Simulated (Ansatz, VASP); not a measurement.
# One calculation of In2BiO2, two programs

```xyz
5
Lattice="0.0000 3.9214 0.0000 3.9214 0.0000 0.0000 1.9607 1.9607 -6.6764" Properties=species:S:1:pos:R:3 pbc="T T T"
In    1.9607    1.9607   -2.3261
In    3.9214    3.9214   -4.3503
Bi    0.0000    0.0000    0.0000
O     3.9214    1.9607   -3.3382
O     1.9607    3.9214   -3.3382
```

Alike in both runs: functional r2SCAN; k mesh 7 × 7 × 7; no spin polarisation.

Ansatz relaxed the structure, and its values are those at the end. VASP's run is a single point on that final structure, the one shown.

```csv
,VASP,Ansatz
version,VASP 6.6.1,Ansatz 0.2.0
potentials or method,"VASP PAW PBE potentials, release 64 (In_d, Bi_d, O), cutoff 520 eV",PAW plane waves
occupations,"methfessel-paxton of order 1, width 0.098 eV","cold, width 0.098 eV"
valence electrons in the cell,53,53
```

Ansatz gave:

```
pressure (GPa)                     : -4.8
rms of the force components (eV/Å) : 0.000
```

Question: Estimate VASP's values.

Answer: Pressure (GPa): -4.4; rms of the force components (eV/Å): 0.032.

VASP's potentials were made for PBE, not for r2SCAN. Ansatz's warnings: stress scf threshold loose.

Spin-orbit coupling is off throughout.
